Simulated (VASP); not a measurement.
# CsAg (F-43m) in VASP: settings compared

The runs below take CsAg through single point, relaxation of cell and atoms, with PBE, PBE+U.

All numbers are computed with VASP 6.6.1; they aren't measurements. Logs are shortened: lines on timing, memory, paths and dates and some standing lists are left out, and cuts for length are marked.

## (1) The cell of the first run

Symmetry: F-43m, No. 216, cubic system. The conventional cell has a = 8.529 Å, b = 8.529 Å, c = 8.529 Å, α = 90.00°, β = 90.00°, γ = 90.00°. Cs (site symmetry -43m) has 4 Ag at 3.69 Å within 4.9 Å. Within 4.9 Å of Ag (site symmetry -43m) lie 4 Cs at 3.69 Å.

## (2) Single point, PBE

INCAR

```
SYSTEM = CsAg
PREC = Accurate
ENCUT = 520
EDIFF = 1E-6
ISMEAR = 0
SIGMA = 0.1
LREAL = .FALSE.
LASPH = .TRUE.
NELM = 80
ALGO = Normal
ISIF = 2
LWAVE = .FALSE.
LCHARG = .FALSE.
GGA = PE
NBANDS = 17
```

KPOINTS

```
Automatic mesh
0
G
  4 4 4
  0 0 0
```

POSCAR

```
CsAg
1.0
    0.0000000000      4.2643422285      4.2643422285
    4.2643422285      0.0000000000      4.2643422285
    4.2643422285      4.2643422285      0.0000000000
Cs Ag
1 1
Direct
    0.0000000000      0.0000000000      0.0000000000
    0.7500000000      0.7500000000      0.7500000000
```

Potentials or basis: VASP PAW PBE potentials, release 64 (Cs_sv, Ag).

On the command line:

```sh
cat potpaw_PBE.64/Cs_sv/POTCAR potpaw_PBE.64/Ag/POTCAR > POTCAR
mpirun -np 1 vasp_std > vasp.out
```

OUTCAR:

```text
SYSTEM = CsAg
   PREC = Accurate
   ENCUT = 520
   EDIFF = 1E-6
   ISMEAR = 0
   LREAL = .FALSE.
   LASPH = .TRUE.
   NELM = 80
   ISIF = 2
   GGA = PE

 ion  position               nearest neighbor table
   1  0.000  0.000  0.000-
   2  0.750  0.750  0.750-

  LATTYP: Found a face centered cubic cell.
 ALAT       =     8.5286844570

  Lattice vectors:

 A1 = (   0.0000000000,   4.2643422285,   4.2643422285)
 A2 = (   4.2643422285,   0.0000000000,   4.2643422285)
 A3 = (   4.2643422285,   4.2643422285,   0.0000000000)

Analysis of symmetry for initial positions (statically):
=====================================================================
 Subroutine PRICEL returns:
 Original cell was already a primitive cell.

 Routine SETGRP: Setting up the symmetry group for a
 face centered cubic supercell.

 Subroutine GETGRP returns: Found 24 space group operations
 (whereof 24 operations were pure point group operations)
 out of a pool of 48 trial point group operations.

The static configuration has the point symmetry T_d .

Analysis of symmetry for dynamics (positions and initial velocities):
=====================================================================
 Subroutine PRICEL returns:
 Original cell was already a primitive cell.

 Routine SETGRP: Setting up the symmetry group for a
 face centered cubic supercell.

 Subroutine GETGRP returns: Found 24 space group operations
 (whereof 24 operations were pure point group operations)
 out of a pool of 48 trial point group operations.

The dynamic configuration has the point symmetry T_d .

 Subroutine INISYM returns: Found 24 space group operations
 (whereof 24 operations are pure point group operations),
 and found     1 'primitive' translations

----------------------------------------------------------------------------------------

                                     Primitive cell

  volume of cell :     155.0908

  direct lattice vectors                    reciprocal lattice vectors
     0.000000000  4.264342229  4.264342229    -0.117251377  0.117251377  0.117251377
     4.264342229  0.000000000  4.264342229     0.117251377 -0.117251377  0.117251377
     4.264342229  4.264342229  0.000000000     0.117251377  0.117251377 -0.117251377

  length of vectors
     6.030690614  6.030690614  6.030690614     0.203085343  0.203085343  0.203085343

  position of ions in fractional coordinates (direct lattice)
     0.000000000  0.000000000  0.000000000
     0.750000000  0.750000000  0.750000000

  ion indices of the primitive-cell ions
   primitive index   ion index
                 1           1
                 2           2

----------------------------------------------------------------------------------------

 KPOINTS: Automatic mesh

Automatic generation of k-mesh.
 Grid dimensions read from file:
 generate k-points for:    4    4    4

 Generating k-lattice:

  Cartesian coordinates                     Fractional coordinates (reciprocal lattice)
    -0.029312844  0.029312844  0.029312844     0.250000000  0.000000000  0.000000000
     0.029312844 -0.029312844  0.029312844     0.000000000  0.250000000  0.000000000
     0.029312844  0.029312844 -0.029312844     0.000000000  0.000000000  0.250000000

  Length of vectors
     0.050771336  0.050771336  0.050771336

  Shift w.r.t. Gamma in fractional coordinates (k-lattice)
     0.000000000  0.000000000  0.000000000

 Subroutine IBZKPT returns following result:
 ===========================================

 Found      8 irreducible k-points:

 Following reciprocal coordinates:
            Coordinates               Weight
  0.000000  0.000000  0.000000      1.000000
  0.250000  0.000000  0.000000      8.000000
  0.500000  0.000000  0.000000      4.000000
  0.250000  0.250000  0.000000      6.000000
  0.500000  0.250000  0.000000     24.000000
 -0.250000  0.250000  0.000000     12.000000
  0.500000  0.500000  0.000000      3.000000
 -0.250000  0.500000  0.250000      6.000000
   k-points           NKPTS =      8   k-points in BZ     NKDIM =      8   number of bands    NBANDS=     17
   number of dos      NEDOS =    301   number of ions     NIONS =      2
   total plane-waves  NPLWV = 110592
   dimension x,y,z NGX =    48 NGY =   48 NGZ =   48
   dimension x,y,z NGXF=    96 NGYF=   96 NGZF=   96
   ions per type =               1   1
   NGX,Y,Z   is equivalent  to a cutoff of  13.23, 13.23, 13.23 a.u.
   NGXF,Y,Z  is equivalent  to a cutoff of  26.46, 26.46, 26.46 a.u.
 SYSTEM =  CsAg
   PREC   = accura    normal or accurate (medium, high low for compatibility)
   ISTART =      0    job   : 0-new  1-cont  2-samecut
   ICHARG =      2    charge: 1-file 2-atom 10-const
   ISPIN  =      1    spin polarized calculation?
   LNONCOLLINEAR =      F non collinear calculations
   LSORBIT =      F    spin-orbit coupling
   LASPH  =      T    aspherical Exc in radial PAW
   ENCUT  =  520.0 eV  38.22 Ry    6.18 a.u.  11.21 11.21 11.21*2*pi/ulx,y,z
   NELM   =     80;   NELMIN=  2; NELMDL= -5     # of ELM steps
   EDIFF  = 0.1E-05   stopping-criterion for ELM
   LREAL  =      F    real-space projection
   EDIFFG = 0.1E-04   stopping-criterion for IOM
   NSW    =      0    number of steps for IOM
   IBRION =     -1    ionic relax: 0-MD 1-quasi-New 2-CG
   NFREE  =      0    steps in history (QN), initial steepest desc. (CG)
   ISIF   =      2    stress and relaxation
   ISYM   =      2    0-nonsym 1-usesym 2-fastsym
   POTIM  = 0.5000    time-step for ionic-motion
   TEBEG  =    0.0;   TEEND  =   0.0 temperature during run
   PSTRESS=    0.0 pullay stress
   NELECT =      20.0000    total number of electrons
   NUPDOWN=      -1.0000    fix difference up-down
   EMIN   =  10.00;   EMAX   =-10.00  energy-range for DOS
   EFERMI =   0.00;   METHOD = LEGACY
   ISMEAR =     0;   SIGMA  =   0.10  broadening in eV -4-tet -1-fermi 0-gaus
   EFERMI_NEDOS =   21; number of points for ismear=-14 and -15
   IALGO  =     38    algorithm
   IMIX   =      4    mixing-type and parameters
     AMIX     =   0.40;   BMIX     =  1.00
     AMIX_MAG =   1.60;   BMIX_MAG =  1.00
  volume/ion in A,a.u.               =      77.55       523.30
  Fermi-wavevector in a.u.,A,eV,Ry     =   0.827096  1.562985  9.307588  0.684088
  Thomas-Fermi vector in A             =   1.939242
   LORBIT       =      0    0 simple, 1 ext, 2 COOP (PROOUT), +10 PAW based schemes
   GGA     = PE    functional components
   LHFCALC =     F    Hartree Fock is set to
   AEXX    =    0.0000 exact exchange contribution
   IVDW    =     0    specifies the selected vdW correction
   LEPSILON=     F    determine dielectric tensor
   LRPA    =     F    only Hartree local field effects (RPA)
 non-spin polarized calculation
 Gauss-broadening in eV      SIGMA  =   0.10
  energy-cutoff  :      520.00
  volume of cell :      155.09
 maximum number of plane-waves:      4279
 NGX is ok and might be reduce to    48
   NGX = 23   NGY = 23   NGZ = 23

 number of electron      19.9999999 magnetization

 Free energy of the ion-electron system (eV)
  ---------------------------------------------------
  ext. energy  EPLUGINS =         0.00000000
  ---------------------------------------------------
  free energy    TOTEN  =        -3.20585477 eV

  energy without entropy =       -3.20585477  energy(sigma->0) =       -3.20585477

 E-fermi :  -0.2854     XC(G=0):  -5.5119

 val. band max:       -0.7693682933   @ k =   0.5000   0.5000   0.0000
 cond. band min:       1.0385682916   @ k =   0.5000   0.5000   0.0000
 fundamental gap:      1.8079365849
 Fermi energy:        -0.2854114832

 k-point     1 :       0.0000    0.0000    0.0000
  band No.  band energies     occupation
      1     -22.7399      2.00000
      2      -9.5562      2.00000
      3      -9.5562      2.00000
      4      -9.5562      2.00000
      5      -3.3996      2.00000
      6      -3.3996      2.00000
[... 9 lines left out ...]
     16       4.3491      0.00000
     17       6.3670      0.00000

 k-point     2 :       0.2500    0.0000    0.0000
  band No.  band energies     occupation
      1     -22.7390      2.00000
      2      -9.5841      2.00000
      3      -9.5593      2.00000
      4      -9.5593      2.00000
      5      -3.4012      2.00000
      6      -3.4012      2.00000
[... 9 lines left out ...]
     16       4.8700      0.00000
     17       5.7407      0.00000

 k-point     3 :       0.5000    0.0000    0.0000
  band No.  band energies     occupation
      1     -22.7382      2.00000
      2      -9.6113      2.00000
      3      -9.5624      2.00000
      4      -9.5624      2.00000
      5      -3.4136      2.00000
      6      -3.3941      2.00000
[... 9 lines left out ...]
     16       4.7013      0.00000
     17       4.8558      0.00000

 k-point     4 :       0.2500    0.2500    0.0000
  band No.  band energies     occupation
      1     -22.7388      2.00000
      2      -9.5850      2.00000
      3      -9.5644      2.00000
      4      -9.5644      2.00000
      5      -3.4168      2.00000
      6      -3.3906      2.00000
[... 9 lines left out ...]
     16       5.6794      0.00000
     17       5.8286      0.00000

 k-point     5 :       0.5000    0.2500    0.0000
  band No.  band energies     occupation
      1     -22.7380      2.00000
      2      -9.6033      2.00000
      3      -9.5762      2.00000
      4      -9.5675      2.00000
      5      -3.4141      2.00000
      6      -3.4072      2.00000
[... 9 lines left out ...]
     16       4.7288      0.00000
     17       5.3807      0.00000

 k-point     6 :      -0.2500    0.2500    0.0000
  band No.  band energies     occupation
      1     -22.7382      2.00000
      2      -9.5961      2.00000
      3      -9.5776      2.00000
      4      -9.5625      2.00000
      5      -3.4062      2.00000
      6      -3.4059      2.00000
[... 9 lines left out ...]
     16       4.8142      0.00000
     17       5.7682      0.00000

 k-point     7 :       0.5000    0.5000    0.0000
  band No.  band energies     occupation
      1     -22.7377      2.00000
      2      -9.6124      2.00000
      3      -9.5726      2.00000
      4      -9.5726      2.00000
      5      -3.4221      2.00000
      6      -3.3990      2.00000
[... 9 lines left out ...]
     16       4.8132      0.00000
     17       4.9873      0.00000

 k-point     8 :      -0.2500    0.5000    0.2500
  band No.  band energies     occupation
      1     -22.7377      2.00000
      2      -9.5983      2.00000
      3      -9.5869      2.00000
      4      -9.5729      2.00000
      5      -3.4132      2.00000
      6      -3.4101      2.00000
[... 9 lines left out ...]
     16       4.7472      0.00000
     17       4.9478      0.00000

------------------------ aborting loop because EDIFF is reached ----------------------------------------

  FORCE on cell =-STRESS in cart. coord.  units (eV):
  Direction    XX          YY          ZZ          XY          YZ          ZX
  --------------------------------------------------------------------------------------
  -------------------------------------------------------------------------------------
  Total        0.0970482      0.0970482      0.0970482      0.0000000      0.0000000     -0.0000000
  in kB        1.0025633      1.0025633      1.0025633      0.0000000      0.0000000     -0.0000000
  external PRESSURE =       1.0025633 kB  Pullay stress =       0.0000000 kB

 VOLUME and BASIS-vectors are now :
 -----------------------------------------------------------------------------
  energy-cutoff  :      520.00
  volume of cell :      155.09
      direct lattice vectors                 reciprocal lattice vectors
     0.000000000  4.264342229  4.264342229    -0.117251377  0.117251377  0.117251377
     4.264342229  0.000000000  4.264342229     0.117251377 -0.117251377  0.117251377
     4.264342229  4.264342229  0.000000000     0.117251377  0.117251377 -0.117251377

 POSITION                                       TOTAL-FORCE (eV/Angst)
 -----------------------------------------------------------------------------------
      0.00000      0.00000      0.00000         0.000000     -0.000000     -0.000000
      6.39651      6.39651      6.39651        -0.000000      0.000000      0.000000
 -----------------------------------------------------------------------------------
    total drift:                                0.000000      0.000000      0.000000

  FREE ENERGIE OF THE ION-ELECTRON SYSTEM (eV)
  ---------------------------------------------------
  free  energy   TOTEN  =        -3.2058547651 eV

  energy  without entropy=       -3.2058547651  energy(sigma->0) =       -3.20585477
```

Run time: 14 s. Hardware: 1 thread of Intel Xeon 6975P-C (Granite Rapids), shared host; peak memory 0.31 GiB.

What came out:

- Free energy: -3.2059 eV
- Pressure: 0.1 GPa
- Band gap on the k mesh: 1.81 eV, direct

Levels at points of the mesh, in eV from the valence-band top:
| k point | band 8 | band 9 | band 10 | band 11 | band 12 | band 13 |
| --- | --- | --- | --- | --- | --- | --- |
| (0.00, 0.00, 0.00) | -2.60 | -2.60 | -1.09 | 3.20 | 3.20 | 3.20 |
| (0.50, 0.00, 0.00) | -2.61 | -2.61 | -0.30 | 1.99 | 3.37 | 3.37 |
| (0.50, 0.50, 0.00) | -2.62 | -2.61 | 0.00 | 1.81 | 3.48 | 3.88 |

Caveat: spin-orbit coupling is left out, which moves the levels of the heavy elements. A k mesh can miss the band edges.

## (3) Relaxation of cell and atoms, PBE

This run uses another cell than the first one, of 36.31 Å³/atom, 0.468 times its volume.

INCAR

```
SYSTEM = CsAg
ALGO = Normal ; EDIFF = 1E-6
EDIFFG = -0.04 ; ENCUT = 600
GGA = PE ; IBRION = 2
ISIF = 3 ; ISMEAR = 0
LASPH = .True. ; LCHARG = .False.
LREAL = .False. ; LWAVE = .False.
NELM = 60 ; NSW = 90
PREC = Accurate ; SIGMA = 0.1
```

KPOINTS

```
k-points
0
Gamma
  4 4 4
  0 0 0
```

POSCAR

```
CsAg
1.0
    0.0000000000      3.3112531152      3.3112531152
    3.3112531152      0.0000000000      3.3112531152
    3.3112531152      3.3112531152      0.0000000000
Cs Ag
1 1
Direct
    0.0000000000      0.0000000000      0.0000000000
    0.7500000000      0.7500000000      0.7500000000
```

Potentials or basis: VASP PAW PBE potentials, release 64 (Cs_sv, Ag).

On the command line:

```sh
cat potpaw_PBE.64/Cs_sv/POTCAR potpaw_PBE.64/Ag/POTCAR > POTCAR
mpirun -np 1 vasp_std > vasp.out
```

Run time: 40 s. Hardware: 1 thread of Intel Xeon 6975P-C (Granite Rapids), shared host; peak memory 0.24 GiB.

The run converged. Its results:

* Free energy: -3.1826 eV
* Relaxed volume: 77.39 Å³/atom
* Relaxed cell: a = 6.027 Å, b = 6.027 Å, c = 6.027 Å, α = 60.00°, β = 60.00°, γ = 60.00°
* Space group after relaxing (to 0.05 Å): F-43m (No. 216)
* Energy gained by relaxing: 998.0 meV/atom
* Ionic steps: 6
* Pressure after relaxing: 0.0 GPa
* Band gap on the k mesh: 1.81 eV, direct

The path:
```
step  energy change (eV)  largest force (eV/Å)  pressure (GPa)  volume (Å³)
   1              0.0000                0.0000           14.80        72.61
   2             -1.7518                0.0000            2.44       113.85
   3             -1.9314                0.0000            1.00       131.23
   4             -1.9780                0.0000           -0.33       171.12
   5             -1.9951                0.0000           -0.09       158.52
   6             -1.9961                0.0000            0.01       154.78
```

Final structure:
```yaml
crystal:
  lattice:
    - [0.00000, 4.26147, 4.26147]
    - [4.26147, 0.00000, 4.26147]
    - [4.26147, 4.26147, 0.00000]
  atoms:
    - { symbol: Cs, position: [0.00000, 0.00000, 0.00000] }
    - { symbol: Ag, position: [0.75000, 0.75000, 0.75000] }
```

Levels at points of the mesh, in eV from the valence-band top:
| k point | band 6 | band 7 | band 8 | band 9 | band 10 | band 11 | band 12 | band 13 | band 14 |
| --- | --- | --- | --- | --- | --- | --- | --- | --- | --- |
| (0.00, 0.00, 0.00) | -2.63 | -2.60 | -2.60 | -2.60 | -1.09 | 3.20 | 3.20 | 3.20 | 4.76 |
| (0.50, 0.00, 0.00) | -2.62 | -2.62 | -2.61 | -2.61 | -0.31 | 1.99 | 3.37 | 3.37 | 5.17 |
| (0.50, 0.50, 0.00) | -2.63 | -2.62 | -2.62 | -2.61 | 0.00 | 1.81 | 3.49 | 3.89 | 3.89 |

Caveat: the volume moved by over 15 % at a fixed basis, so the end points are rough; spin-orbit coupling is left out, which moves the levels of the heavy elements. A k mesh can miss the band edges.

[end of part 1 of 2]
